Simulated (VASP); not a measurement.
# Se (I4_1/amd) in VASP: notebook

Se is run at these levels: PBEsol; tasks: single point.

Everything below comes from runs of VASP 6.6.1. Logs are shortened: lines on timing, memory, paths and dates and some standing lists are left out, and cuts for length are marked.

**1. The cell of the first run**

Symmetry: I4_1/amd, No. 141, tetragonal system. Conventional cell: a = 4.813 Å, b = 4.813 Å, c = 2.500 Å, α = 90.00°, β = 90.00°, γ = 90.00°. Se (site symmetry -4m2) has 10 Se at 2.49 to 3.05 Å within 3.3 Å.

**2. Single point, PBEsol**

Contents of INCAR:

```
PREC = Accurate
ENCUT = 520
EDIFF = 1E-7
ISMEAR = -1
SIGMA = 0.05
LREAL = False
LASPH = True
NELM = 60
ALGO = Normal
ISIF = 2
LWAVE = False
LCHARG = False
GGA = PS
NBANDS = 13
```

Contents of KPOINTS:

```
regular mesh
0
Gamma
  16 16 16
```

Contents of POSCAR:

```
Se
1.0
   -2.4063205186      2.4063205186      1.2500864417
    2.4063205186     -2.4063205186      1.2500864417
    2.4063205186      2.4063205186     -1.2500864417
Se
2
Direct
   -0.3750000000     -0.1250000000     -0.2500000000
    0.3750000000      0.1250000000      0.2500000000
```

Potentials or basis: VASP PAW PBE potentials, release 64 (Se).

Started as:

```console
$ cat potpaw_PBE.64/Se/POTCAR > POTCAR
$ mpirun -np 1 vasp_std > vasp.out
```

OUTCAR:

```text
PREC = Accurate
   ENCUT = 520
   EDIFF = 1E-7
   ISMEAR = -1
   LREAL = False
   LASPH = True
   NELM = 60
   ISIF = 2
   GGA = PS

 ion  position               nearest neighbor table
   1  0.625  0.875  0.750-   2 2.49   2 2.49   2 2.49   2 2.49
   2  0.375  0.125  0.250-   1 2.49   1 2.49   1 2.49   1 2.49

  LATTYP: Found a body centered tetragonal cell.
 ALAT       =     4.8126410372
 C/A-ratio  =     0.5195012186

  Lattice vectors:

 A1 = (  -2.4063205186,   2.4063205186,   1.2500864417)
 A2 = (   2.4063205186,  -2.4063205186,   1.2500864417)
 A3 = (   2.4063205186,   2.4063205186,  -1.2500864417)

Analysis of symmetry for initial positions (statically):
=====================================================================
 Subroutine PRICEL returns:
 Original cell was already a primitive cell.

 Routine SETGRP: Setting up the symmetry group for a
 body centered tetragonal supercell.

 Subroutine GETGRP returns: Found 16 space group operations
 (whereof  4 operations were pure point group operations)
 out of a pool of 16 trial point group operations.

The static configuration has the point symmetry C_2h.
 The point group associated with its full space group is D_4h.

Analysis of symmetry for dynamics (positions and initial velocities):
=====================================================================
 Subroutine PRICEL returns:
 Original cell was already a primitive cell.

 Routine SETGRP: Setting up the symmetry group for a
 body centered tetragonal supercell.

 Subroutine GETGRP returns: Found 16 space group operations
 (whereof  4 operations were pure point group operations)
 out of a pool of 16 trial point group operations.

The dynamic configuration has the point symmetry C_2h.
 The point group associated with its full space group is D_4h.

 Subroutine INISYM returns: Found 16 space group operations
 (whereof  4 operations are pure point group operations),
 and found     1 'primitive' translations

----------------------------------------------------------------------------------------

                                     Primitive cell

  volume of cell :      28.9539

  direct lattice vectors                    reciprocal lattice vectors
    -2.406320519  2.406320519  1.250086442     0.000000000  0.207786118  0.399972341
     2.406320519 -2.406320519  1.250086442     0.207786118  0.000000000  0.399972341
     2.406320519  2.406320519 -1.250086442     0.207786118  0.207786118  0.000000000

  length of vectors
     3.625392805  3.625392805  3.625392805     0.450724910  0.450724910  0.293853947

  position of ions in fractional coordinates (direct lattice)
     0.625000000  0.875000000  0.750000000
     0.375000000  0.125000000  0.250000000

  ion indices of the primitive-cell ions
   primitive index   ion index
                 1           1
                 2           2

----------------------------------------------------------------------------------------

 KPOINTS: regular mesh

Automatic generation of k-mesh.
 Grid dimensions read from file:
 generate k-points for:   16   16   16

 Generating k-lattice:

  Cartesian coordinates                     Fractional coordinates (reciprocal lattice)
     0.000000000  0.012986632  0.024998271     0.062500000  0.000000000  0.000000000
     0.012986632  0.000000000  0.024998271     0.000000000  0.062500000  0.000000000
     0.012986632  0.012986632  0.000000000     0.000000000  0.000000000  0.062500000

  Length of vectors
     0.028170307  0.028170307  0.018365872

  Shift w.r.t. Gamma in fractional coordinates (k-lattice)
     0.000000000  0.000000000  0.000000000

 Subroutine IBZKPT returns following result:
 ===========================================

 Found    349 irreducible k-points:

 Following reciprocal coordinates:
            Coordinates               Weight
  0.000000  0.000000  0.000000      1.000000
  0.062500  0.000000  0.000000      8.000000
  0.125000  0.000000  0.000000      8.000000
  0.187500  0.000000 -0.000000      8.000000
  0.250000  0.000000  0.000000      8.000000
  0.312500  0.000000  0.000000      8.000000
[... 16 lines left out ...]
 -0.125000  0.062500  0.000000     16.000000
 -0.062500  0.062500  0.000000      4.000000
 [... further k-points ...]
   k-points           NKPTS =    349   k-points in BZ     NKDIM =    349   number of bands    NBANDS=     13
   number of dos      NEDOS =    301   number of ions     NIONS =      2
   total plane-waves  NPLWV =  21952
   dimension x,y,z NGX =    28 NGY =   28 NGZ =   28
   dimension x,y,z NGXF=    56 NGYF=   56 NGZF=   56
   ions per type =               2
   NGX,Y,Z   is equivalent  to a cutoff of  12.84, 12.84, 12.84 a.u.
   NGXF,Y,Z  is equivalent  to a cutoff of  25.68, 25.68, 25.68 a.u.
 SYSTEM =  unknown system
   PREC   = accura    normal or accurate (medium, high low for compatibility)
   ISTART =      0    job   : 0-new  1-cont  2-samecut
   ICHARG =      2    charge: 1-file 2-atom 10-const
   ISPIN  =      1    spin polarized calculation?
   LNONCOLLINEAR =      F non collinear calculations
   LSORBIT =      F    spin-orbit coupling
   LASPH  =      T    aspherical Exc in radial PAW
   ENCUT  =  520.0 eV  38.22 Ry    6.18 a.u.   6.74  6.74  6.74*2*pi/ulx,y,z
   NELM   =     60;   NELMIN=  2; NELMDL= -5     # of ELM steps
   EDIFF  = 0.1E-06   stopping-criterion for ELM
   LREAL  =      F    real-space projection
   EDIFFG = 0.1E-05   stopping-criterion for IOM
   NSW    =      0    number of steps for IOM
   IBRION =     -1    ionic relax: 0-MD 1-quasi-New 2-CG
   NFREE  =      0    steps in history (QN), initial steepest desc. (CG)
   ISIF   =      2    stress and relaxation
   ISYM   =      2    0-nonsym 1-usesym 2-fastsym
   POTIM  = 0.5000    time-step for ionic-motion
   TEBEG  =    0.0;   TEEND  =   0.0 temperature during run
   PSTRESS=    0.0 pullay stress
   NELECT =      12.0000    total number of electrons
   NUPDOWN=      -1.0000    fix difference up-down
   EMIN   =  10.00;   EMAX   =-10.00  energy-range for DOS
   EFERMI =   0.00;   METHOD = LEGACY
   ISMEAR =    -1;   SIGMA  =   0.05  broadening in eV -4-tet -1-fermi 0-gaus
   EFERMI_NEDOS =   21; number of points for ismear=-14 and -15
   IALGO  =     38    algorithm
   IMIX   =      4    mixing-type and parameters
     AMIX     =   0.40;   BMIX     =  1.00
     AMIX_MAG =   1.60;   BMIX_MAG =  1.00
  volume/ion in A,a.u.               =      14.48        97.70
  Fermi-wavevector in a.u.,A,eV,Ry     =   1.220580  2.306562 20.270171  1.489816
  Thomas-Fermi vector in A             =   2.355792
   LORBIT       =      0    0 simple, 1 ext, 2 COOP (PROOUT), +10 PAW based schemes
   GGA     = PS    functional components
   LHFCALC =     F    Hartree Fock is set to
   AEXX    =    0.0000 exact exchange contribution
   IVDW    =     0    specifies the selected vdW correction
   LEPSILON=     F    determine dielectric tensor
   LRPA    =     F    only Hartree local field effects (RPA)
 non-spin polarized calculation
  energy-cutoff  :      520.00
  volume of cell :       28.95
 maximum number of plane-waves:       800
   NGX = 13   NGY = 13   NGZ = 13

 number of electron      12.0000001 magnetization

 Free energy of the ion-electron system (eV)
  ---------------------------------------------------
  ext. energy  EPLUGINS =         0.00000000
  ---------------------------------------------------
  free energy    TOTEN  =        -4.98933804 eV

  energy without entropy =       -4.98164543  energy(sigma->0) =       -4.98549173

 E-fermi :  10.8683     XC(G=0): -12.2167

 val. band max:       10.8509228762   @ k =  -0.2500  -0.2500   0.2500
 cond. band min:      10.8729919004   @ k =   0.2500   0.1250  -0.0000
 fundamental gap:      0.0220690241
 Fermi energy:        10.8682918963

 k-point     1 :       0.0000    0.0000    0.0000
  band No.  band energies     occupation
      1      -9.9580      2.00000
      2      -1.1761      2.00000
      3       2.9696      2.00000
      4       2.9696      2.00000
      5      10.8983      0.70822
      6      13.3724      0.00000
      7      13.3724      0.00000
      8      15.0614      0.00000
      9      15.3337      0.00000
     10      18.9461      0.00000
     11      20.2657      0.00000
     12      22.4725      0.00000
     13      23.8289      0.00000

 k-point     2 :       0.0625    0.0000    0.0000
  band No.  band energies     occupation
      1      -9.8454      2.00000
      2      -1.2171      2.00000
      3       2.9887      2.00000
      4       3.2187      2.00000
      5      11.0940      0.02166
      6      12.9852      0.00000
      7      13.4022      0.00000
      8      14.2998      0.00000
      9      14.3868      0.00000
     10      19.0782      0.00000
     11      20.7344      0.00000
     12      22.8165      0.00000
     13      22.8932      0.00000

 k-point     3 :       0.1250    0.0000    0.0000
  band No.  band energies     occupation
      1      -9.5085      2.00000
      2      -1.2913      2.00000
      3       3.0553      2.00000
      4       3.9081      2.00000
      5      11.6607      0.00000
      6      11.7111      0.00000
      7      12.4287      0.00000
      8      12.9614      0.00000
      9      13.4502      0.00000
     10      19.2857      0.00000
     11      20.6956      0.00000
     12      20.7244      0.00000
     13      22.4085      0.00000
[... 305 lines left out ...]
 k-point    23 :      -0.1250    0.0625    0.0000
  band No.  band energies     occupation
      1      -9.7524      2.00000
      2      -1.6534      2.00000
      3       2.9689      2.00000
      4       3.6346      2.00000
      5      11.5101      0.00001
      6      12.1325      0.00000
      7      13.1297      0.00000
      8      14.2861      0.00000
      9      14.4853      0.00000
     10      19.5808      0.00000
     11      20.9895      0.00000
     12      22.8649      0.00000
     13      23.1895      0.00000

 k-point    24 :      -0.0625    0.0625    0.0000
  band No.  band energies     occupation
      1      -9.9114      2.00000
      2      -1.4206      2.00000
      3       3.0199      2.00000
      4       3.1389      2.00000
      5      11.1128      0.01493
      6      12.9221      0.00000
      7      13.1351      0.00000
      8      15.2117      0.00000
      9      15.3090      0.00000
     10      19.2692      0.00000
     11      20.3984      0.00000
     12      22.3253      0.00000
     13      23.8684      0.00000

 [... further k-points ...]

------------------------ aborting loop because EDIFF is reached ----------------------------------------

  FORCE on cell =-STRESS in cart. coord.  units (eV):
  Direction    XX          YY          ZZ          XY          YZ          ZX
  --------------------------------------------------------------------------------------
  -------------------------------------------------------------------------------------
  Total       11.9062084     11.9062084     11.9239177      0.0000000     -0.0000000     -0.0000000
  in kB      658.8356272    658.8356272    659.8155810      0.0000000     -0.0000000     -0.0000000
  external PRESSURE =     659.1622785 kB  Pullay stress =       0.0000000 kB

 VOLUME and BASIS-vectors are now :
 -----------------------------------------------------------------------------
  energy-cutoff  :      520.00
  volume of cell :       28.95
      direct lattice vectors                 reciprocal lattice vectors
    -2.406320519  2.406320519  1.250086442     0.000000000  0.207786118  0.399972341
     2.406320519 -2.406320519  1.250086442     0.207786118  0.000000000  0.399972341
     2.406320519  2.406320519 -1.250086442     0.207786118  0.207786118  0.000000000

 POSITION                                       TOTAL-FORCE (eV/Angst)
 -----------------------------------------------------------------------------------
      2.40632      1.20316      0.93756        -0.000000      0.000000     -0.000000
     -0.00000      1.20316      0.31252         0.000000     -0.000000      0.000000
 -----------------------------------------------------------------------------------
    total drift:                               -0.000000      0.000000     -0.000000

  FREE ENERGIE OF THE ION-ELECTRON SYSTEM (eV)
  ---------------------------------------------------
  free  energy   TOTEN  =        -4.9893380430 eV

  energy  without entropy=       -4.9816454254  energy(sigma->0) =       -4.98549173
```

Wall time 57 s (1 thread of AMD EPYC 9R45 (Zen 5), shared host); peak memory 0.21 GiB.

What came out:

* Free energy: -4.9893 eV
* Pressure: 65.9 GPa
* Band gap on the k mesh: zero (bands 6 and 7 overlap by 6.52 eV)

Caveat: the cell stands under pressure; the PAW data sets were made with another functional, which shifts forces and pressure a little.

**3. Single point, PBEsol**

Contents of INCAR:

```
SYSTEM = Se
ALGO = Normal ; EDIFF = 1E-7
ENCUT = 520 ; GGA = PS
ISIF = 2 ; ISMEAR = -1
LASPH = .TRUE. ; LCHARG = .FALSE.
LREAL = .FALSE. ; LWAVE = .FALSE.
NBANDS = 13 ; NELM = 60
PREC = Accurate ; SIGMA = 0.05
```

Contents of KPOINTS:

```
k-points
0
G
  16 16 16
  0 0 0
```

POSCAR is that of step 2.

Potentials or basis: VASP PAW PBE potentials, release 64 (Se).

Started as:

```console
$ cat potpaw_PBE.64/Se/POTCAR > POTCAR
$ mpirun -np 1 vasp_std > vasp.out
```

Wall time 56 s (1 thread of AMD EPYC 9R45 (Zen 5), shared host); peak memory 0.21 GiB.

It converged, with:

| Quantity | Value |
| --- | --- |
| Free energy | -4.9893 eV |
| Pressure | 65.9 GPa |
| Band gap on the k mesh | zero (bands 6 and 7 overlap by 6.52 eV) |

Stress tensor (GPa, compression positive):
```
65.88  0.00  0.00
 0.00 65.88  0.00
 0.00  0.00 65.98
```

Levels at points of the mesh, in eV from the Fermi level:
```tsv
k point	band 2	band 3	band 4	band 5	band 6	band 7	band 8	band 9	band 10	band 11
(0.00, 0.00, 0.00)	-12.04	-7.90	-7.90	0.03	2.50	2.50	4.19	4.47	8.08	9.40
(0.50, 0.00, 0.00)	-12.67	-8.87	-7.59	-6.34	-1.47	-1.24	0.47	5.52	8.33	8.69
(0.50, 0.50, 0.00)	-17.91	-4.74	-4.74	-3.60	-3.60	3.98	3.98	9.40	9.40	10.50
(0.50, 0.50, 0.50)	-16.59	-11.37	-11.37	2.83	2.83	5.52	5.52	12.09	12.09	15.10
```

Caveat: the cell stands under pressure; the PAW data sets were made with another functional, which shifts forces and pressure a little.
